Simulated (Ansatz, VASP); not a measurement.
# Hg: VASP beside Ansatz

```
Hg
1.0
     1.65930    0.95799    2.17621
    -1.65930    0.95799    2.17621
     0.00000   -1.91599    2.17621
Hg
1
Cartesian
  0.0000 0.0000 0.0000
```

Alike in both runs: task single point; functional PBE; k mesh 15 × 15 × 15; occupations gaussian, width 0.1 eV; no spin polarisation.

|  | VASP | Ansatz |
| --- | --- | --- |
| version | VASP 6.6.1 | Ansatz 0.2.0 |
| potentials or method | VASP PAW PBE potentials, release 64 (Hg), cutoff 520 eV | scalar-relativistic, plane waves, PAW |
| valence electrons in the cell | 12 | 20 |

Ansatz gave:

- gap on the k mesh at the Fermi level (eV): none
- pressure (GPa): 15.0
- traceless stress, the component that is largest in VASP (GPa): 2.10

Q: Which values does VASP return?

A: gap on the k mesh at the Fermi level (eV): none; pressure (GPa): 15.8; traceless stress, the component that is largest in VASP (GPa): 2.40.

A gap of «none» marks a metal or a gap that the smearing closes. VASP's potentials hold 12 valence electrons a cell and Ansatz's 20, so a difference there can come from the potentials and not from the codes.

Neither program's run includes spin-orbit coupling.
